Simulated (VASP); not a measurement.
# Ta4Ge3 (I-43d) in VASP: a series of runs, part 2 of 2

VASP 6.6.1. Earlier steps stand in the parts before.

**4. Relaxation of cell and atoms, PBE**

This run uses another cell than the first one, of 17.01 Å³/atom.

INCAR reads:

```
SYSTEM = Ta4Ge3
PREC = Accurate
ENCUT = 600
EDIFF = 1E-6
ISMEAR = 0
SIGMA = 0.2
LREAL = .False.
LASPH = .True.
NELM = 60
ALGO = Fast
ISIF = 3
LWAVE = .False.
LCHARG = .False.
GGA = PE
IBRION = 2
NSW = 36
EDIFFG = -0.08
```

KPOINTS reads:

```
regular mesh
0
Gamma
  3 3 3
  0 0 0
```

POSCAR reads:

```
Ta4Ge3
1.0
   -3.9050000000      3.9050000000      3.9050000000
    3.9050000000     -3.9050000000      3.9050000000
    3.9050000000      3.9050000000     -3.9050000000
Ta Ge
8 6
Direct
    0.8600000000      0.5000000000      0.0000000000
    0.5000000000      0.0000000000      0.3600000000
    0.5000000000      0.0000000000      0.8600000000
    0.0000000000      0.3600000000      0.5000000000
    0.6400000000      0.6400000000      0.6400000000
    0.0000000000      0.8600000000      0.5000000000
    0.3600000000      0.5000000000      0.0000000000
    0.1400000000      0.1400000000      0.1400000000
    0.1250000000      0.7500000000      0.8750000000
    0.8750000000      0.1250000000      0.7500000000
    0.7500000000      0.8750000000      0.1250000000
    0.2500000000      0.6250000000      0.3750000000
    0.6250000000      0.3750000000      0.2500000000
    0.3750000000      0.2500000000      0.6250000000
```

The run is started by

```bash
$ cat potpaw_PBE.64/Ta_pv/POTCAR potpaw_PBE.64/Ge_d/POTCAR > POTCAR
$ mpirun -np 1 vasp_std > vasp.out
```

Run time: 15 min. Hardware: 1 thread of AMD EPYC 9R45 (Zen 5), shared host; peak memory 0.44 GiB.

It converged, with:

| Item | Value |
| --- | --- |
| Free energy | -124.5103 eV |
| Relaxed volume | 17.34 Å³/atom |
| Relaxed cell | a = 6.806 Å, b = 6.806 Å, c = 6.806 Å, α = 109.47°, β = 109.47°, γ = 109.47° |
| Space group after relaxing (to 0.1 Å) | I-43d (No. 220) |
| Energy gained by relaxing | 46.5 meV/atom |
| Ionic steps | 5 |
| Pressure after relaxing | -0.3 GPa |
| Largest force after relaxing | 0.011 eV/Å |
| Band gap on the k mesh | zero (bands 86 and 87 overlap by 0.48 eV) |

Forces on the atoms (eV/Å):
```
Ta  -0.007  0.007  0.007
Ta   0.007  0.007 -0.007
Ta   0.007  0.007 -0.007
Ta   0.007 -0.007  0.007
Ta  -0.007 -0.007 -0.007
Ta   0.007 -0.007  0.007
Ta  -0.007  0.007  0.007
Ta  -0.007 -0.007 -0.007
Ge   0.000  0.000  0.000
Ge   0.000  0.000  0.000
Ge   0.000  0.000  0.000
Ge   0.000  0.000  0.000
Ge   0.000  0.000  0.000
Ge   0.000  0.000  0.000
```

Step by step:
```csv
step,energy change (eV),largest force (eV/Å),pressure (GPa),volume (Å³)
1,0.0000,1.0600,2.33,238.19
2,-0.3150,0.7297,-4.00,246.81
3,-0.3227,0.6766,-4.92,248.29
4,-0.5251,0.4425,-3.28,246.05
5,-0.6504,0.0114,-0.35,242.73
```

Final structure:
```xyz
14
Lattice="-3.9296 3.9296 3.9296 3.9296 -3.9296 3.9296 3.9296 3.9296 -3.9296" Properties=species:S:1:pos:R:3 pbc="T T T"
Ta   -1.3341    1.3341    5.2637
Ta   -0.6308    3.2989    0.6308
Ta    1.3341    5.2637   -1.3341
Ta    3.2989    0.6308   -0.6308
Ta    2.5956    2.5956    2.5956
Ta    5.2637   -1.3341    1.3341
Ta    0.6308   -0.6308    3.2989
Ta    0.6308    0.6308    0.6308
Ge    5.8944    0.9824    0.0000
Ge    0.0000    5.8944    0.9824
Ge    0.9824    0.0000    5.8944
Ge    2.9472    0.0000    1.9648
Ge    0.0000    1.9648    2.9472
Ge    1.9648    2.9472    0.0000
```

Levels at points of the mesh, in eV from the Fermi level:
| k point | band 83 | band 84 | band 85 | band 86 | band 87 | band 88 |
| --- | --- | --- | --- | --- | --- | --- |
| (0.00, 0.00, 0.00) | -0.85 | 0.21 | 0.21 | 0.21 | 0.45 | 0.45 |

Caveat: the k points lie up to 0.38 Å⁻¹ apart in the final cell; spin-orbit coupling is left out, which moves the levels of the heavy elements.

**5. Single point, PBE**

This run uses another cell than the first one, of 17.27 Å³/atom.

INCAR reads:

```
PREC = Accurate
ENCUT = 520
EDIFF = 1E-7
ISMEAR = 0
SIGMA = 0.1
LREAL = False
LASPH = True
NELM = 80
ALGO = Fast
ISIF = 2
LWAVE = False
LCHARG = False
GGA = PE
NBANDS = 99
```

KPOINTS reads:

```
Automatic mesh
0
Gamma
  6 6 6
```

POSCAR reads:

```
Ta4Ge3
1.0
   -3.9244075828      3.9244075828      3.9244075828
    3.9244075828     -3.9244075828      3.9244075828
    3.9244075828      3.9244075828     -3.9244075828
Ta Ge
8 6
Direct
    0.8405289578      0.5000000000      0.0000000000
    0.5000000000      0.0000000000      0.3405289578
    0.5000000000      0.0000000000      0.8405289578
    0.0000000000      0.3405289578      0.5000000000
    0.6594710422      0.6594710422      0.6594710422
    0.0000000000      0.8405289578      0.5000000000
    0.3405289578      0.5000000000      0.0000000000
    0.1594710422      0.1594710422      0.1594710422
    0.1250000000      0.7500000000      0.8750000000
    0.8750000000      0.1250000000      0.7500000000
    0.7500000000      0.8750000000      0.1250000000
    0.2500000000      0.6250000000      0.3750000000
    0.6250000000      0.3750000000      0.2500000000
    0.3750000000      0.2500000000      0.6250000000
```

Potentials or basis: VASP PAW PBE potentials, release 64 (Ta_pv, Ge_d).

The run is started by

```bash
$ cat potpaw_PBE.64/Ta_pv/POTCAR potpaw_PBE.64/Ge_d/POTCAR > POTCAR
$ mpirun -np 1 vasp_std > vasp.out
```

OUTCAR:

```text
PREC = Accurate
   ENCUT = 520
   EDIFF = 1E-7
   ISMEAR = 0
   LREAL = False
   LASPH = True
   NELM = 80
   ISIF = 2
   GGA = PE

 ion  position               nearest neighbor table
   1  0.841  0.500  0.000-   9 2.69  10 2.69  12 2.69  11 2.75  14 2.75  13 2.75   5 2.95   6 2.95
                             3 2.95   7 3.40   7 3.40
   2  0.500  0.000  0.341-  12 2.69  10 2.69  14 2.69   9 2.75  11 2.75  13 2.75   4 2.95   8 2.95
                             7 2.95   3 3.40   3 3.40
   3  0.500  0.000  0.841-   9 2.69  11 2.69  13 2.69  12 2.75  14 2.75  10 2.75   1 2.95   5 2.95
                             6 2.95   2 3.40   2 3.40
   4  0.000  0.341  0.500-   9 2.69  12 2.69  13 2.69  11 2.75  14 2.75  10 2.75   7 2.95   8 2.95
                             2 2.95   6 3.40   6 3.40
   5  0.659  0.659  0.659-  12 2.69  13 2.69  14 2.69  11 2.75   9 2.75  10 2.75   1 2.95   3 2.95
                             6 2.95   8 3.40   8 3.40
   6  0.000  0.841  0.500-  10 2.69  11 2.69  14 2.69  13 2.75   9 2.75  12 2.75   3 2.95   5 2.95
[... 1844 lines left out ...]

  FORCE on cell =-STRESS in cart. coord.  units (eV):
  Direction    XX          YY          ZZ          XY          YZ          ZX
  --------------------------------------------------------------------------------------
  -------------------------------------------------------------------------------------
  Total        0.2425830      0.2425830      0.2425830      0.0000000      0.0000000      0.0000000
  in kB        1.6076396      1.6076396      1.6076396      0.0000000      0.0000000      0.0000000
  external PRESSURE =       1.6076396 kB  Pullay stress =       0.0000000 kB

 VOLUME and BASIS-vectors are now :
 -----------------------------------------------------------------------------
  energy-cutoff  :      520.00
  volume of cell :      241.76
      direct lattice vectors                 reciprocal lattice vectors
    -3.924407583  3.924407583  3.924407583     0.000000000  0.127407765  0.127407765
     3.924407583 -3.924407583  3.924407583     0.127407765  0.000000000  0.127407765
     3.924407583  3.924407583 -3.924407583     0.127407765  0.127407765  0.000000000

 POSITION                                       TOTAL-FORCE (eV/Angst)
 -----------------------------------------------------------------------------------
     -1.33637      1.33637      5.26078         0.003038     -0.003038     -0.003038
     -0.62583      3.29858      0.62583        -0.003038     -0.003038      0.003038
      1.33637      5.26078     -1.33637        -0.003038     -0.003038      0.003038
      3.29858      0.62583     -0.62583        -0.003038      0.003038     -0.003038
      2.58803      2.58803      2.58803         0.003038      0.003038      0.003038
      5.26078     -1.33637      1.33637        -0.003038      0.003038     -0.003038
      0.62583     -0.62583      3.29858         0.003038     -0.003038     -0.003038
      0.62583      0.62583      0.62583         0.003038      0.003038      0.003038
      5.88661      0.98110      0.00000        -0.000000      0.000000      0.000000
      0.00000      5.88661      0.98110        -0.000000      0.000000      0.000000
      0.98110     -0.00000      5.88661        -0.000000      0.000000      0.000000
      2.94331     -0.00000      1.96220        -0.000000      0.000000      0.000000
     -0.00000      1.96220      2.94331        -0.000000      0.000000      0.000000
      1.96220      2.94331     -0.00000        -0.000000      0.000000      0.000000
 -----------------------------------------------------------------------------------
    total drift:                                0.000003      0.000003      0.000003

  FREE ENERGIE OF THE ION-ELECTRON SYSTEM (eV)
  ---------------------------------------------------
  free  energy   TOTEN  =      -124.4500350467 eV

  energy  without entropy=     -124.3942769050  energy(sigma->0) =     -124.42215598
```

Run time: 21 min. Hardware: 1 thread of AMD EPYC 9R45 (Zen 5), shared host; peak memory 0.53 GiB.

Results:

- Free energy: -124.4500 eV
- Pressure: 0.2 GPa
- Largest force: 0.005 eV/Å
- Band gap on the k mesh: zero (bands 86 and 87 overlap by 1.01 eV)

Forces on the atoms (eV/Å):
```
Ta   0.003 -0.003 -0.003
Ta  -0.003 -0.003  0.003
Ta  -0.003 -0.003  0.003
Ta  -0.003  0.003 -0.003
Ta   0.003  0.003  0.003
Ta  -0.003  0.003 -0.003
Ta   0.003 -0.003 -0.003
Ta   0.003  0.003  0.003
Ge   0.000  0.000  0.000
Ge   0.000  0.000  0.000
Ge   0.000  0.000  0.000
Ge   0.000  0.000  0.000
Ge   0.000  0.000  0.000
Ge   0.000  0.000  0.000
```

Levels at points of the mesh, in eV from the Fermi level:
| k point | band 82 | band 83 | band 84 | band 85 | band 86 | band 87 | band 88 | band 89 | band 90 | band 91 |
| --- | --- | --- | --- | --- | --- | --- | --- | --- | --- | --- |
| (0.00, 0.00, 0.00) | -0.90 | -0.90 | 0.14 | 0.14 | 0.14 | 0.39 | 0.39 | 0.39 | 1.28 | 1.29 |
| (0.50, 0.00, 0.00) | -1.23 | -1.02 | -1.02 | -0.11 | -0.11 | 0.05 | 0.05 | 0.58 | 0.58 | 0.96 |
| (0.50, 0.50, 0.50) | -1.50 | -1.50 | -1.50 | 0.69 | 0.69 | 0.69 | 0.69 | 0.69 | 0.69 | 1.81 |

Caveat: spin-orbit coupling is left out, which moves the levels of the heavy elements.

**6. Summary**

```tsv
task	cell	k mesh	cutoff (eV)	smearing	gap on the mesh (eV)	pressure (GPa)	largest force (eV/Å)
single point	a = 6.792 Å, angles 109.5°, 14 atoms, atomic positions A	3 × 3 × 3	520	gaussian 0.2 eV	none	0.8	0.04
single point	a = 6.797 Å, angles 109.5°, 14 atoms, atomic positions A	4 × 4 × 4	520	gaussian 0.2 eV	none	0.2	0.02
relaxation of cell and atoms	relaxed from a = 6.764 Å, angles 109.5°, 14 atoms, atomic positions B	3 × 3 × 3	600	gaussian 0.2 eV	none	-0.3	0.01
single point	a = 6.797 Å, angles 109.5°, 14 atoms, atomic positions A	6 × 6 × 6	520	gaussian 0.1 eV	none	0.2	0.01
```

Alike in all rows: level PBE; potentials or basis VASP PAW PBE potentials, release 64 (Ta_pv, Ge_d); no spin polarisation.

Caveats: some runs use coarse meshes; spin-orbit coupling is left out, which moves the levels of the heavy elements.

Absolute energies hang on the potentials; compare differences alone.
